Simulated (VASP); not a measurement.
# Li (Im-3m) in VASP: single point with LDA

Aim: the single point of Li with LDA.

Program: VASP 6.6.1. These are calculated values, not measurements. Logs are shortened: lines on timing, memory, paths and dates and some standing lists are left out, and cuts for length are marked.

### 1 The cell of the first run

The structure is cubic, space group Im-3m (No. 229). The conventional cell has a = 3.367 Å, b = 3.367 Å, c = 3.367 Å, α = 90.00°, β = 90.00°, γ = 90.00°. Li (site symmetry m-3m) has 14 Li at 2.92 to 3.37 Å within 3.8 Å.

### 2 Single point, LDA

File INCAR:

```
PREC = Accurate
ENCUT = 520
EDIFF = 1E-6
ISMEAR = -1
SIGMA = 0.13605693000000002
LREAL = False
LASPH = True
NELM = 80
ALGO = Normal
ISIF = 2
LWAVE = False
LCHARG = False
NBANDS = 8
```

File KPOINTS:

```
regular mesh
0
Gamma
  14 14 14
```

File POSCAR:

```
Li
1.0
   -1.6835495153      1.6835495153      1.6835495153
    1.6835495153     -1.6835495153      1.6835495153
    1.6835495153      1.6835495153     -1.6835495153
Li
1
Direct
    0.0000000000      0.0000000000      0.0000000000
```

Potentials or basis: VASP PAW LDA potentials, release 64 (Li_sv).

The run is started by

```
$ cat potpaw_LDA.64/Li_sv/POTCAR > POTCAR
$ mpirun -np 1 vasp_std > vasp.out
```

OUTCAR:

```text
PREC = Accurate
   ENCUT = 520
   EDIFF = 1E-6
   ISMEAR = -1
   LREAL = False
   LASPH = True
   NELM = 80
   ISIF = 2

 ion  position               nearest neighbor table
   1  0.000  0.000  0.000-

  LATTYP: Found a body centered cubic cell.
 ALAT       =     3.3670990306

  Lattice vectors:

 A1 = (  -1.6835495153,   1.6835495153,   1.6835495153)
 A2 = (   1.6835495153,  -1.6835495153,   1.6835495153)
 A3 = (   1.6835495153,   1.6835495153,  -1.6835495153)

Analysis of symmetry for initial positions (statically):
=====================================================================
 Subroutine PRICEL returns:
 Original cell was already a primitive cell.

 Routine SETGRP: Setting up the symmetry group for a
 body centered cubic supercell.

 Subroutine GETGRP returns: Found 48 space group operations
 (whereof 48 operations were pure point group operations)
 out of a pool of 48 trial point group operations.

The static configuration has the point symmetry O_h .

Analysis of symmetry for dynamics (positions and initial velocities):
=====================================================================
 Subroutine PRICEL returns:
 Original cell was already a primitive cell.

 Routine SETGRP: Setting up the symmetry group for a
 body centered cubic supercell.

 Subroutine GETGRP returns: Found 48 space group operations
 (whereof 48 operations were pure point group operations)
 out of a pool of 48 trial point group operations.

The dynamic configuration has the point symmetry O_h .

 Subroutine INISYM returns: Found 48 space group operations
 (whereof 48 operations are pure point group operations),
 and found     1 'primitive' translations

----------------------------------------------------------------------------------------

                                     Primitive cell

  volume of cell :      19.0870

  direct lattice vectors                    reciprocal lattice vectors
    -1.683549515  1.683549515  1.683549515     0.000000000  0.296991562  0.296991562
     1.683549515 -1.683549515  1.683549515     0.296991562  0.000000000  0.296991562
     1.683549515  1.683549515 -1.683549515     0.296991562  0.296991562  0.000000000

  length of vectors
     2.915993298  2.915993298  2.915993298     0.420009495  0.420009495  0.420009495

  position of ions in fractional coordinates (direct lattice)
     0.000000000  0.000000000  0.000000000

  ion indices of the primitive-cell ions
   primitive index   ion index
                 1           1

----------------------------------------------------------------------------------------

 KPOINTS: regular mesh

Automatic generation of k-mesh.
 Grid dimensions read from file:
 generate k-points for:   14   14   14

 Generating k-lattice:

  Cartesian coordinates                     Fractional coordinates (reciprocal lattice)
     0.000000000  0.021213683  0.021213683     0.071428571  0.000000000  0.000000000
     0.021213683  0.000000000  0.021213683     0.000000000  0.071428571  0.000000000
     0.021213683  0.021213683  0.000000000     0.000000000  0.000000000  0.071428571

  Length of vectors
     0.030000678  0.030000678  0.030000678

  Shift w.r.t. Gamma in fractional coordinates (k-lattice)
     0.000000000  0.000000000  0.000000000

 Subroutine IBZKPT returns following result:
 ===========================================

 Found    104 irreducible k-points:

 Following reciprocal coordinates:
            Coordinates               Weight
  0.000000  0.000000  0.000000      1.000000
  0.071429  0.000000  0.000000     12.000000
  0.142857  0.000000  0.000000     12.000000
  0.214286  0.000000  0.000000     12.000000
  0.285714  0.000000  0.000000     12.000000
  0.357143  0.000000  0.000000     12.000000
[... 16 lines left out ...]
  0.285714  0.285714  0.000000     24.000000
  0.357143  0.285714  0.000000     24.000000
 [... further k-points ...]
   k-points           NKPTS =    104   k-points in BZ     NKDIM =    104   number of bands    NBANDS=      8
   number of dos      NEDOS =    301   number of ions     NIONS =      1
   total plane-waves  NPLWV =  13824
   dimension x,y,z NGX =    24 NGY =   24 NGZ =   24
   dimension x,y,z NGXF=    48 NGYF=   48 NGZF=   48
   ions per type =               1
   NGX,Y,Z   is equivalent  to a cutoff of  13.68, 13.68, 13.68 a.u.
   NGXF,Y,Z  is equivalent  to a cutoff of  27.37, 27.37, 27.37 a.u.
 SYSTEM =  unknown system
   PREC   = accura    normal or accurate (medium, high low for compatibility)
   ISTART =      0    job   : 0-new  1-cont  2-samecut
   ICHARG =      2    charge: 1-file 2-atom 10-const
   ISPIN  =      1    spin polarized calculation?
   LNONCOLLINEAR =      F non collinear calculations
   LSORBIT =      F    spin-orbit coupling
   LASPH  =      T    aspherical Exc in radial PAW
   ENCUT  =  520.0 eV  38.22 Ry    6.18 a.u.   5.42  5.42  5.42*2*pi/ulx,y,z
   NELM   =     80;   NELMIN=  2; NELMDL= -5     # of ELM steps
   EDIFF  = 0.1E-05   stopping-criterion for ELM
   LREAL  =      F    real-space projection
   EDIFFG = 0.1E-04   stopping-criterion for IOM
   NSW    =      0    number of steps for IOM
   IBRION =     -1    ionic relax: 0-MD 1-quasi-New 2-CG
   NFREE  =      0    steps in history (QN), initial steepest desc. (CG)
   ISIF   =      2    stress and relaxation
   ISYM   =      2    0-nonsym 1-usesym 2-fastsym
   POTIM  = 0.5000    time-step for ionic-motion
   TEBEG  =    0.0;   TEEND  =   0.0 temperature during run
   PSTRESS=    0.0 pullay stress
   NELECT =       3.0000    total number of electrons
   NUPDOWN=      -1.0000    fix difference up-down
   EMIN   =  10.00;   EMAX   =-10.00  energy-range for DOS
   EFERMI =   0.00;   METHOD = LEGACY
   ISMEAR =    -1;   SIGMA  =   0.14  broadening in eV -4-tet -1-fermi 0-gaus
   EFERMI_NEDOS =   21; number of points for ismear=-14 and -15
   IALGO  =     38    algorithm
   IMIX   =      4    mixing-type and parameters
     AMIX     =   0.40;   BMIX     =  1.00
     AMIX_MAG =   1.60;   BMIX_MAG =  1.00
  volume/ion in A,a.u.               =      19.09       128.81
  Fermi-wavevector in a.u.,A,eV,Ry     =   0.883492  1.669558 10.620141  0.780558
  Thomas-Fermi vector in A             =   2.004265
   LORBIT       =      0    0 simple, 1 ext, 2 COOP (PROOUT), +10 PAW based schemes
   GGA     = CA    functional components
   LHFCALC =     F    Hartree Fock is set to
   AEXX    =    0.0000 exact exchange contribution
   IVDW    =     0    specifies the selected vdW correction
   LEPSILON=     F    determine dielectric tensor
   LRPA    =     F    only Hartree local field effects (RPA)
 non-spin polarized calculation
  energy-cutoff  :      520.00
  volume of cell :       19.09
 maximum number of plane-waves:       537
 NGX is ok and might be reduce to    24
   NGX = 11   NGY = 11   NGZ = 11

 number of electron       3.0000007 magnetization

 Free energy of the ion-electron system (eV)
  ---------------------------------------------------
  ext. energy  EPLUGINS =         0.00000000
  ---------------------------------------------------
  free energy    TOTEN  =        -2.05905671 eV

  energy without entropy =       -2.02891869  energy(sigma->0) =       -2.04398770

 E-fermi :   0.7685     XC(G=0):  -7.2975

 val. band max:        0.7452790194   @ k =  -0.2857   0.4286   0.1429
 cond. band min:       0.7685331245   @ k =   0.2857   0.2143   0.0000
 fundamental gap:      0.0232541052
 Fermi energy:         0.7685219164

 k-point     1 :       0.0000    0.0000    0.0000
  band No.  band energies     occupation
      1     -44.7582      2.00000
      2      -2.7937      2.00000
      3      15.7468      0.00000
      4      15.7468      0.00000
      5      15.7468      0.00000
      6      20.8995      0.00000
      7      20.8995      0.00000
      8      20.8995      0.00000

 k-point     2 :       0.0714    0.0000    0.0000
  band No.  band energies     occupation
      1     -44.7569      2.00000
      2      -2.6971      2.00000
      3      15.1013      0.00000
      4      15.2669      0.00000
      5      15.5805      0.00000
      6      19.5193      0.00000
      7      19.7308      0.00000
      8      21.1189      0.00000

 k-point     3 :       0.1429    0.0000    0.0000
  band No.  band energies     occupation
      1     -44.7530      2.00000
      2      -2.4064      2.00000
      3      13.2663      0.00000
      4      14.2967      0.00000
      5      15.1192      0.00000
      6      18.3067      0.00000
      7      18.4685      0.00000
      8      20.7499      0.00000

 k-point     4 :       0.2143    0.0000    0.0000
  band No.  band energies     occupation
      1     -44.7475      2.00000
      2      -1.9220      2.00000
      3      10.9517      0.00000
      4      13.3170      0.00000
      5      14.4976      0.00000
      6      17.1106      0.00000
      7      18.1608      0.00000
      8      20.9517      0.00000

 k-point     5 :       0.2857    0.0000    0.0000
  band No.  band energies     occupation
      1     -44.7414      2.00000
      2      -1.2483      2.00000
      3       8.6833      0.00000
      4      12.4957      0.00000
      5      13.8836      0.00000
      6      16.1735      0.00000
      7      18.1892      0.00000
      8      21.5895      0.00000
[... 177 lines left out ...]
 k-point    22 :       0.3571    0.2143    0.0000
  band No.  band energies     occupation
      1     -44.7287      2.00000
      2       1.6927      0.00224
      3       4.3987      0.00000
      4       8.2438      0.00000
      5      11.8125      0.00000
      6      18.9352      0.00000
      7      20.4683      0.00000
      8      22.7439      0.00000

 k-point    23 :       0.2857    0.2857    0.0000
  band No.  band energies     occupation
      1     -44.7284      2.00000
      2       1.7889      0.00111
      3       4.5646      0.00000
      4       7.6720      0.00000
      5      11.7914      0.00000
      6      19.5569      0.00000
      7      20.4335      0.00000
      8      22.6070      0.00000

 k-point    24 :       0.3571    0.2857    0.0000
  band No.  band energies     occupation
      1     -44.7275      2.00000
      2       2.5830      0.00000
      3       3.6988      0.00000
      4       7.4031      0.00000
      5      11.7248      0.00000
      6      19.9553      0.00000
      7      21.1487      0.00000
      8      21.3536      0.00000

 [... further k-points ...]

------------------------ aborting loop because EDIFF is reached ----------------------------------------

  FORCE on cell =-STRESS in cart. coord.  units (eV):
  Direction    XX          YY          ZZ          XY          YZ          ZX
  --------------------------------------------------------------------------------------
  -------------------------------------------------------------------------------------
  Total       -0.0158926     -0.0158926     -0.0158926     -0.0000000     -0.0000000      0.0000000
  in kB       -1.3340340     -1.3340340     -1.3340340     -0.0000000     -0.0000000      0.0000000
  external PRESSURE =      -1.3340340 kB  Pullay stress =       0.0000000 kB

 VOLUME and BASIS-vectors are now :
 -----------------------------------------------------------------------------
  energy-cutoff  :      520.00
  volume of cell :       19.09
      direct lattice vectors                 reciprocal lattice vectors
    -1.683549515  1.683549515  1.683549515     0.000000000  0.296991562  0.296991562
     1.683549515 -1.683549515  1.683549515     0.296991562  0.000000000  0.296991562
     1.683549515  1.683549515 -1.683549515     0.296991562  0.296991562  0.000000000

 POSITION                                       TOTAL-FORCE (eV/Angst)
 -----------------------------------------------------------------------------------
      0.00000      0.00000      0.00000        -0.000000      0.000000     -0.000000
 -----------------------------------------------------------------------------------
    total drift:                               -0.000000     -0.000000      0.000000

  FREE ENERGIE OF THE ION-ELECTRON SYSTEM (eV)
  ---------------------------------------------------
  free  energy   TOTEN  =        -2.0590567051 eV

  energy  without entropy=       -2.0289186938  energy(sigma->0) =       -2.04398770
```

It took 23 s on 1 thread of AMD EPYC 7R13, shared host; peak memory 0.09 GiB.

What came out:

| Item | Value |
| --- | --- |
| Free energy | -2.0591 eV |
| Band gap on the k mesh | zero (an odd number of electrons rules out a gap without spin polarisation) |

Levels at points of the mesh, in eV from the Fermi level:
| k point | band 1 | band 2 | band 3 | band 4 | band 5 | band 6 |
| --- | --- | --- | --- | --- | --- | --- |
| (0.00, 0.00, 0.00) | -45.53 | -3.56 | 14.98 | 14.98 | 14.98 | 20.13 |
| (0.50, 0.00, 0.00) | -45.50 | 0.22 | 3.51 | 10.63 | 12.20 | 14.20 |
| (0.50, 0.50, 0.50) | -45.48 | 5.65 | 5.65 | 5.65 | 8.13 | 8.13 |

Caveat: the cutoff is under 1.25 times the usual one of these potentials, so pressure, stress and relaxed cells hold a basis-set (Pulay) error.
